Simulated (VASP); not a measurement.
# NiO (Fm-3m) in VASP: further runs

Runs on NiO. Level: r2SCAN. Tasks: single point.

All numbers are computed with VASP 6.6.1; they aren't measurements. Logs are shortened: lines on timing, memory, paths and dates and some standing lists are left out, and cuts for length are marked.

### 1 The cell of the first run

Symmetry: Fm-3m, No. 225, cubic system. The conventional cell has a = 4.170 Å, b = 4.170 Å, c = 4.170 Å, α = 90.00°, β = 90.00°, γ = 90.00°. Ni (site symmetry m-3m) has 6 O at 2.08 Å within 2.8 Å. O (site symmetry m-3m) has 6 Ni at 2.08 Å within 2.8 Å.

### 2 Single point, r2SCAN

Contents of POSCAR:

```
NiO
1.0
    0.0000000000      2.0850000000      2.0850000000
    2.0850000000      0.0000000000      2.0850000000
    2.0850000000      2.0850000000      0.0000000000
Ni O
1 1
Direct
    0.0000000000      0.0000000000      0.0000000000
    0.5000000000      0.5000000000      0.5000000000
```

Contents of INCAR.step1:

```
ALGO = Normal ; EDIFF = 1E-5
ENCUT = 660 ; GGA = PE
GGA_COMPAT = False ; ISMEAR = -1
LASPH = True ; LCHARG = False
LREAL = False ; LWAVE = True
NBANDS = 15 ; NELM = 120
PREC = Accurate ; SIGMA = 0.1
```

Contents of INCAR.step2:

```
ALGO = Normal ; EDIFF = 1E-6
ENCUT = 660 ; GGA_COMPAT = False
ISIF = 2 ; ISMEAR = -1
ISTART = 1 ; LASPH = True
LCHARG = False ; LMIXTAU = True
LREAL = False ; LWAVE = False
METAGGA = R2SCAN ; NBANDS = 15
NELM = 120 ; PREC = Accurate
SIGMA = 0.1
```

Contents of KPOINTS:

```
k-points
0
Gamma
  3 3 3
```

Potentials or basis: VASP PAW PBE potentials, release 64 (Ni, O).

Started as:

```console
cat potpaw_PBE.64/Ni/POTCAR potpaw_PBE.64/O/POTCAR > POTCAR
cp INCAR.step1 INCAR
mpirun -np 1 vasp_std > vasp.out
cp INCAR.step2 INCAR
mpirun -np 1 vasp_std > vasp.out
```

OUTCAR:

```text
EDIFF = 1E-6
   ENCUT = 660
   ISIF = 2
   ISMEAR = -1
   ISTART = 1
   LASPH = True
   LREAL = False
   METAGGA = R2SCAN
   NELM = 120
   PREC = Accurate

 ion  position               nearest neighbor table
   1  0.000  0.000  0.000-   2 2.08   2 2.08   2 2.08   2 2.08   2 2.08   2 2.08
   2  0.500  0.500  0.500-   1 2.08   1 2.08   1 2.08   1 2.08   1 2.08   1 2.08

  LATTYP: Found a face centered cubic cell.
 ALAT       =     4.1700000000

  Lattice vectors:

 A1 = (   0.0000000000,   2.0850000000,   2.0850000000)
 A2 = (   2.0850000000,   0.0000000000,   2.0850000000)
 A3 = (   2.0850000000,   2.0850000000,   0.0000000000)

Analysis of symmetry for initial positions (statically):
=====================================================================
 Subroutine PRICEL returns:
 Original cell was already a primitive cell.

 Routine SETGRP: Setting up the symmetry group for a
 face centered cubic supercell.

 Subroutine GETGRP returns: Found 48 space group operations
 (whereof 48 operations were pure point group operations)
 out of a pool of 48 trial point group operations.

The static configuration has the point symmetry O_h .

Analysis of symmetry for dynamics (positions and initial velocities):
=====================================================================
 Subroutine PRICEL returns:
 Original cell was already a primitive cell.

 Routine SETGRP: Setting up the symmetry group for a
 face centered cubic supercell.

 Subroutine GETGRP returns: Found 48 space group operations
 (whereof 48 operations were pure point group operations)
 out of a pool of 48 trial point group operations.

The dynamic configuration has the point symmetry O_h .

 Subroutine INISYM returns: Found 48 space group operations
 (whereof 48 operations are pure point group operations),
 and found     1 'primitive' translations

----------------------------------------------------------------------------------------

                                     Primitive cell

  volume of cell :      18.1279

  direct lattice vectors                    reciprocal lattice vectors
     0.000000000  2.085000000  2.085000000    -0.239808153  0.239808153  0.239808153
     2.085000000  0.000000000  2.085000000     0.239808153 -0.239808153  0.239808153
     2.085000000  2.085000000  0.000000000     0.239808153  0.239808153 -0.239808153

  length of vectors
     2.948635278  2.948635278  2.948635278     0.415359906  0.415359906  0.415359906

  position of ions in fractional coordinates (direct lattice)
     0.000000000  0.000000000  0.000000000
     0.500000000  0.500000000  0.500000000

  ion indices of the primitive-cell ions
   primitive index   ion index
                 1           1
                 2           2

----------------------------------------------------------------------------------------

 KPOINTS: k-points

Automatic generation of k-mesh.
 Grid dimensions read from file:
 generate k-points for:    3    3    3

 Generating k-lattice:

  Cartesian coordinates                     Fractional coordinates (reciprocal lattice)
    -0.079936051  0.079936051  0.079936051     0.333333333  0.000000000  0.000000000
     0.079936051 -0.079936051  0.079936051     0.000000000  0.333333333  0.000000000
     0.079936051  0.079936051 -0.079936051     0.000000000  0.000000000  0.333333333

  Length of vectors
     0.138453302  0.138453302  0.138453302

  Shift w.r.t. Gamma in fractional coordinates (k-lattice)
     0.000000000  0.000000000  0.000000000

 Subroutine IBZKPT returns following result:
 ===========================================

 Found      4 irreducible k-points:

 Following reciprocal coordinates:
            Coordinates               Weight
  0.000000  0.000000  0.000000      1.000000
  0.333333  0.000000  0.000000      8.000000
  0.333333  0.333333  0.000000      6.000000
 -0.333333  0.333333  0.000000     12.000000
   k-points           NKPTS =      4   k-points in BZ     NKDIM =      4   number of bands    NBANDS=     15
   number of dos      NEDOS =    301   number of ions     NIONS =      2
   total plane-waves  NPLWV =  21952
   dimension x,y,z NGX =    28 NGY =   28 NGZ =   28
   dimension x,y,z NGXF=    56 NGYF=   56 NGZF=   56
   ions per type =               1   1
   NGX,Y,Z   is equivalent  to a cutoff of  15.79, 15.79, 15.79 a.u.
   NGXF,Y,Z  is equivalent  to a cutoff of  31.57, 31.57, 31.57 a.u.
 SYSTEM =  unknown system
   PREC   = accura    normal or accurate (medium, high low for compatibility)
   ISTART =      1    job   : 0-new  1-cont  2-samecut
   ICHARG =      0    charge: 1-file 2-atom 10-const
   ISPIN  =      1    spin polarized calculation?
   LNONCOLLINEAR =      F non collinear calculations
   LSORBIT =      F    spin-orbit coupling
   LASPH  =      T    aspherical Exc in radial PAW
   ENCUT  =  660.0 eV  48.51 Ry    6.96 a.u.   6.18  6.18  6.18*2*pi/ulx,y,z
   NELM   =    120;   NELMIN=  2; NELMDL=  0     # of ELM steps
   EDIFF  = 0.1E-05   stopping-criterion for ELM
   LREAL  =      F    real-space projection
   EDIFFG = 0.1E-04   stopping-criterion for IOM
   NSW    =      0    number of steps for IOM
   IBRION =     -1    ionic relax: 0-MD 1-quasi-New 2-CG
   NFREE  =      0    steps in history (QN), initial steepest desc. (CG)
   ISIF   =      2    stress and relaxation
   ISYM   =      2    0-nonsym 1-usesym 2-fastsym
   POTIM  = 0.5000    time-step for ionic-motion
   TEBEG  =    0.0;   TEEND  =   0.0 temperature during run
   PSTRESS=    0.0 pullay stress
   NELECT =      16.0000    total number of electrons
   NUPDOWN=      -1.0000    fix difference up-down
   EMIN   =  10.00;   EMAX   =-10.00  energy-range for DOS
   EFERMI =   0.00;   METHOD = LEGACY
   ISMEAR =    -1;   SIGMA  =   0.10  broadening in eV -4-tet -1-fermi 0-gaus
   EFERMI_NEDOS =   21; number of points for ismear=-14 and -15
   IALGO  =     38    algorithm
   IMIX   =      4    mixing-type and parameters
     AMIX     =   0.40;   BMIX     =  1.00
     AMIX_MAG =   1.60;   BMIX_MAG =  1.00
  volume/ion in A,a.u.               =       9.06        61.17
  Fermi-wavevector in a.u.,A,eV,Ry     =   1.570358  2.967547 33.552312  2.466025
  Thomas-Fermi vector in A             =   2.672104
   LORBIT       =      0    0 simple, 1 ext, 2 COOP (PROOUT), +10 PAW based schemes
   METAGGA = R2SCAN    functional components
   LHFCALC =     F    Hartree Fock is set to
   AEXX    =    0.0000 exact exchange contribution
   IVDW    =     0    specifies the selected vdW correction
   LEPSILON=     F    determine dielectric tensor
   LRPA    =     F    only Hartree local field effects (RPA)
 non-spin polarized calculation
  energy-cutoff  :      660.00
  volume of cell :       18.13
 maximum number of plane-waves:       725
 NGX is ok and might be reduce to    28
   NGX = 13   NGY = 13   NGZ = 13

 number of electron      15.9999996 magnetization

 Free energy of the ion-electron system (eV)
  ---------------------------------------------------
  ext. energy  EPLUGINS =         0.00000000
  ---------------------------------------------------
  free energy    TOTEN  =       -19.41067171 eV

  energy without entropy =      -19.37825580  energy(sigma->0) =      -19.39446375

 E-fermi :   8.2900     XC(G=0): -13.4450

 val. band max:        7.6886074219   @ k =   0.3333   0.3333   0.0000
 cond. band min:       8.5669339875   @ k =  -0.3333   0.3333   0.0000
 fundamental gap:      0.8783265656
 Fermi energy:         8.2899662825

 k-point     1 :       0.0000    0.0000    0.0000
  band No.  band energies     occupation
      1     -13.9364      2.00000
      2       4.3476      2.00000
      3       4.3476      2.00000
      4       4.3476      2.00000
      5       5.7141      2.00000
      6       5.7141      2.00000
      7       5.7142      2.00000
      8       6.4375      2.00000
      9       6.4377      2.00000
     10       9.8967      0.00000
     11      26.4576      0.00000
     12      27.5736      0.00000
     13      27.5736      0.00000
     14      27.5736      0.00000
     15      31.5404      0.00000

 k-point     2 :       0.3333    0.0000    0.0000
  band No.  band energies     occupation
      1     -13.0035      2.00000
      2       0.2846      2.00000
      3       2.4566      2.00000
      4       2.4566      2.00000
      5       6.3434      2.00000
      6       6.3434      2.00000
      7       6.5928      2.00000
      8       8.6817      0.03902
      9       8.6818      0.03899
     10      13.5184      0.00000
     11      19.4560      0.00000
     12      23.8945      0.00000
     13      23.8945      0.00000
     14      29.6571      0.00000
     15      32.3336      0.00000

 k-point     3 :       0.3333    0.3333    0.0000
  band No.  band energies     occupation
      1     -12.8766      2.00000
      2       0.5824      2.00000
      3       3.1636      2.00000
      4       3.1636      2.00000
      5       5.0133      2.00000
      6       6.7340      2.00000
      7       6.8232      2.00000
      8       6.8232      2.00000
      9       7.6886      1.99512
     10      14.8632      0.00000
     11      19.8597      0.00000
     12      21.3331      0.00000
     13      25.2756      0.00000
     14      25.2756      0.00000
     15      37.6231      0.00000

 k-point     4 :      -0.3333    0.3333    0.0000
  band No.  band energies     occupation
      1     -12.5158      2.00000
      2       0.6714      2.00000
      3       1.1965      2.00000
      4       2.2851      2.00000
      5       6.2190      2.00000
      6       6.5480      2.00000
      7       6.8457      2.00000
      8       7.5161      1.99913
      9       8.5669      0.11797
     10      17.4280      0.00000
     11      17.7872      0.00000
     12      19.1220      0.00000
     13      24.3345      0.00000
     14      28.8847      0.00000
     15      33.0497      0.00000

------------------------ aborting loop because EDIFF is reached ----------------------------------------

  FORCE on cell =-STRESS in cart. coord.  units (eV):
  Direction    XX          YY          ZZ          XY          YZ          ZX
  --------------------------------------------------------------------------------------
  -------------------------------------------------------------------------------------
  Total       -0.9737665     -0.9737665     -0.9737665      0.0000000     -0.0000000     -0.0000000
  in kB      -86.0631463    -86.0631463    -86.0631463      0.0000000     -0.0000000     -0.0000000
  external PRESSURE =     -86.0631463 kB  Pullay stress =       0.0000000 kB

 VOLUME and BASIS-vectors are now :
 -----------------------------------------------------------------------------
  energy-cutoff  :      660.00
  volume of cell :       18.13
      direct lattice vectors                 reciprocal lattice vectors
     0.000000000  2.085000000  2.085000000    -0.239808153  0.239808153  0.239808153
     2.085000000  0.000000000  2.085000000     0.239808153 -0.239808153  0.239808153
     2.085000000  2.085000000  0.000000000     0.239808153  0.239808153 -0.239808153

 POSITION                                       TOTAL-FORCE (eV/Angst)
 -----------------------------------------------------------------------------------
      0.00000      0.00000      0.00000         0.000000     -0.000000     -0.000000
      2.08500      2.08500      2.08500        -0.000000      0.000000      0.000000
 -----------------------------------------------------------------------------------
    total drift:                                0.000000      0.000000      0.000000

  FREE ENERGIE OF THE ION-ELECTRON SYSTEM (eV)
  ---------------------------------------------------
  free  energy   TOTEN  =       -19.4106717122 eV

  energy  without entropy=      -19.3782557970  energy(sigma->0) =      -19.39446375
```

It took 35 s on 1 thread of AMD EPYC 7R43 (Zen 3), shared host; peak memory 0.11 GiB.

Results:

```yaml
Free_energy: -19.4107 eV
Pressure: -8.6 GPa
Band_gap_on_the_k_mesh: zero (band 8 reaches 8.68 eV, above the bottom of band 9 at 6.44 eV)
```

Caveat: the k points lie up to 0.87 Å⁻¹ apart; the PAW data sets were made with another functional, which shifts forces and pressure a little; the run has no spin polarisation, though such a crystal can be magnetic; semilocal functionals often make such compounds metallic where correlation or magnetic order opens a gap, which also shifts bond lengths.

### 3 Single point, r2SCAN, collinear spin, ferromagnetic start

POSCAR is that of step 2.

Contents of INCAR.step1:

```
  ALGO = Normal
  EDIFF = 1E-5
  ENCUT = 660
  GGA = PE
  GGA_COMPAT = False
  ISMEAR = -1
  ISPIN = 2
  LASPH = True
  LCHARG = False
  LMAXMIX = 4
  LREAL = False
  LWAVE = True
  MAGMOM = 2 0
  NBANDS = 19
  NELM = 200
  PREC = Accurate
  SIGMA = 0.1
```

Contents of INCAR.step2:

```
  ALGO = Normal
  EDIFF = 1E-6
  ENCUT = 660
  GGA_COMPAT = False
  ISIF = 2
  ISMEAR = -1
  ISPIN = 2
  ISTART = 1
  LASPH = True
  LCHARG = False
  LMAXMIX = 4
  LMIXTAU = True
  LORBIT = 11
  LREAL = False
  LWAVE = False
  MAGMOM = 2 0
  METAGGA = R2SCAN
  NBANDS = 19
  NELM = 200
  PREC = Accurate
  SIGMA = 0.1
```

KPOINTS is that of step 2.

Potentials or basis: VASP PAW PBE potentials, release 64 (Ni, O).

Started as:

```console
cat potpaw_PBE.64/Ni/POTCAR potpaw_PBE.64/O/POTCAR > POTCAR
cp INCAR.step1 INCAR
mpirun -np 1 vasp_std > vasp.out
cp INCAR.step2 INCAR
mpirun -np 1 vasp_std > vasp.out
```

OUTCAR:

```text
EDIFF = 1E-6
   ENCUT = 660
   ISIF = 2
   ISMEAR = -1
   ISPIN = 2
   ISTART = 1
   LASPH = True
   LORBIT = 11
   LREAL = False
   METAGGA = R2SCAN
   NELM = 200
   PREC = Accurate

 ion  position               nearest neighbor table
   1  0.000  0.000  0.000-   2 2.08   2 2.08   2 2.08   2 2.08   2 2.08   2 2.08
   2  0.500  0.500  0.500-   1 2.08   1 2.08   1 2.08   1 2.08   1 2.08   1 2.08

  LATTYP: Found a face centered cubic cell.
 ALAT       =     4.1700000000

  Lattice vectors:

 A1 = (   0.0000000000,   2.0850000000,   2.0850000000)
 A2 = (   2.0850000000,   0.0000000000,   2.0850000000)
 A3 = (   2.0850000000,   2.0850000000,   0.0000000000)

Analysis of symmetry for initial positions (statically):
=====================================================================
 Subroutine PRICEL returns:
 Original cell was already a primitive cell.

 Routine SETGRP: Setting up the symmetry group for a
[... 265 lines left out ...]
      3       5.3429      1.00000
      4       5.3430      1.00000
      5       5.5124      1.00000
      6       5.5124      1.00000
[... 65 lines left out ...]
      6       6.1429      1.00000
[... 11 lines left out ...]
     18      41.9105      0.00000
     19      43.5401      0.00000

------------------------ aborting loop because EDIFF is reached ----------------------------------------

  FORCE on cell =-STRESS in cart. coord.  units (eV):
  Direction    XX          YY          ZZ          XY          YZ          ZX
  --------------------------------------------------------------------------------------
  -------------------------------------------------------------------------------------
  Total        0.2960551      0.2960551      0.2960551     -0.0000000      0.0000000      0.0000000
  in kB       26.1658574     26.1658574     26.1658574     -0.0000000      0.0000000      0.0000000
  external PRESSURE =      26.1658574 kB  Pullay stress =       0.0000000 kB

 VOLUME and BASIS-vectors are now :
 -----------------------------------------------------------------------------
  energy-cutoff  :      660.00
  volume of cell :       18.13
      direct lattice vectors                 reciprocal lattice vectors
     0.000000000  2.085000000  2.085000000    -0.239808153  0.239808153  0.239808153
     2.085000000  0.000000000  2.085000000     0.239808153 -0.239808153  0.239808153
     2.085000000  2.085000000  0.000000000     0.239808153  0.239808153 -0.239808153

 POSITION                                       TOTAL-FORCE (eV/Angst)
 -----------------------------------------------------------------------------------
      0.00000      0.00000      0.00000        -0.000000     -0.000000      0.000000
      2.08500      2.08500      2.08500         0.000000      0.000000     -0.000000
 -----------------------------------------------------------------------------------
    total drift:                                0.000000      0.000000      0.000000

  FREE ENERGIE OF THE ION-ELECTRON SYSTEM (eV)
  ---------------------------------------------------
  free  energy   TOTEN  =       -20.0576308922 eV

  energy  without entropy=      -20.0566419425  energy(sigma->0) =      -20.05713642

 total charge

# of ion       s       p       d       tot
------------------------------------------
    1        0.333   0.423   8.175   8.932
    2        1.546   3.513   0.000   5.059
--------------------------------------------------
tot          1.879   3.936   8.175  13.990

 magnetization (x)

# of ion       s       p       d       tot
------------------------------------------
    1        0.010   0.006   1.671   1.687
    2        0.027   0.259   0.000   0.286
--------------------------------------------------
tot          0.037   0.265   1.671   1.973
```

Run time: 65 s. Hardware: 1 thread of AMD EPYC 7R43 (Zen 3), shared host; peak memory 0.13 GiB.

Results:

```
Free energy                                           : -20.0576 eV
Pressure                                              : 2.6 GPa
Band gap on the k mesh                                : 1.14 eV, indirect (least direct gap 2.04 eV)
Net moment                                            : 2.00 μB per cell
Site moments                                          : Ni +1.69; O +0.29 μB
Valence electrons inside the program's atomic spheres : Ni 8.93; O 5.06
```

Caveat: the k points lie up to 0.87 Å⁻¹ apart; the PAW data sets were made with another functional, which shifts forces and pressure a little; a cell with one magnetic atom can't hold antiferromagnetic order, which such compounds often take.
